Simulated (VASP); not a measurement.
A run of VASP 6.6.1:

File POSCAR:

```
Cu
1.0
    2.5457460316      0.0000000000      0.0000000000
   -1.2728730158      2.2046807350      0.0000000000
    0.0000000000      0.0000000000      4.0963854543
Cu
2
Direct
    0.3333333333      0.6666666667      0.2500000000
    0.6666666667      0.3333333333      0.7500000000
```

Contents of INCAR.step1:

```
SYSTEM = Cu
ALGO     = Normal         ! electronic algorithm
EDIFF    = 1E-4           ! SCF threshold, eV
ENCUT    = 520            ! plane-wave cutoff, eV
GGA      = PE             ! functional
ISMEAR   = 0              ! smearing method
LASPH    = .TRUE.         ! aspherical terms in the spheres
LCHARG   = .FALSE.        ! write CHGCAR
LREAL    = .FALSE.        ! projectors in reciprocal space
LWAVE    = .TRUE.         ! write WAVECAR
NBANDS   = 18             ! bands
NELM     = 100            ! most SCF steps
PREC     = Accurate       ! precision mode
SIGMA    = 0.1            ! smearing width, eV
```

File INCAR.step2:

```
SYSTEM = Cu
ALGO     = Normal         ! electronic algorithm
EDIFF    = 1E-7           ! SCF threshold, eV
ENCUT    = 520            ! plane-wave cutoff, eV
ISIF     = 2              ! what is computed and relaxed
ISMEAR   = 0              ! smearing method
ISTART   = 1            
LASPH    = .TRUE.         ! aspherical terms in the spheres
LCHARG   = .FALSE.        ! write CHGCAR
LMIXTAU  = .TRUE.       
LREAL    = .FALSE.        ! projectors in reciprocal space
LWAVE    = .FALSE.        ! write WAVECAR
METAGGA  = R2SCAN         ! meta-GGA
NBANDS   = 18             ! bands
NELM     = 100            ! most SCF steps
PREC     = Accurate       ! precision mode
SIGMA    = 0.1            ! smearing width, eV
```

Contents of KPOINTS:

```
k-points
0
G
  6 6 4
  0 0 0
```

Potentials or basis: VASP PAW PBE potentials, release 64 (Cu).

Run with:

```bash
$ cat potpaw_PBE.64/Cu/POTCAR > POTCAR
$ cp INCAR.step1 INCAR
$ mpirun -np 1 vasp_std > vasp.out
$ cp INCAR.step2 INCAR
$ mpirun -np 1 vasp_std > vasp.out
```

Hardware: 1 thread of Intel Xeon 6975P-C, with other jobs on the host.

**Question.** Estimate the wall time of this run.

**Answer.** Run time: 41 s on 1 thread of Intel Xeon 6975P-C, on a shared host, peak memory 0.13 GiB. Counts: k points 21.
